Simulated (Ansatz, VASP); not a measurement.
## PPb2: VASP beside Ansatz

```
P Pb
1.0
     4.01808    0.00000    0.00000
     0.00000    8.33610    0.00000
     0.00000    0.00000    5.08744
P Pb
2 4
Direct
  0.50000 0.81026 0.07126
  0.00000 0.18974 0.57126
  0.00000 0.56353 0.95652
  0.50000 0.43647 0.45652
  0.50000 0.14814 0.97229
  0.00000 0.85186 0.47229
```

Change from the starting cell: the structure that the rattled cell fell into.

Alike in both runs: functional PBE; k mesh 4 × 2 × 4; occupations gaussian, width 0.1 eV; no spin polarisation.

Ansatz relaxed the structure, and its values are those at the end. VASP's run is a single point on that final structure, the one shown.

|  | VASP | Ansatz |
| --- | --- | --- |
| version | VASP 6.6.1 | Ansatz 0.2.0 |
| potentials or method | VASP PAW PBE potentials, release 64 (P, Pb_d), cutoff 520 eV | scalar-relativistic, plane waves, PAW |
| valence electrons in the cell | 66 | 66 |

```tsv
	VASP	Ansatz	Ansatz less VASP
gap on the k mesh at the Fermi level (eV)	none	none	-
pressure (GPa)	0.0	0.0	+0.07
rms of the force components (eV/Å)	0.010	0.010	+0.0001
```

A gap of «none» marks a metal or a gap that the smearing closes.

The k mesh is coarse, so the values compare programs but aren't converged. Neither program's run includes spin-orbit coupling.
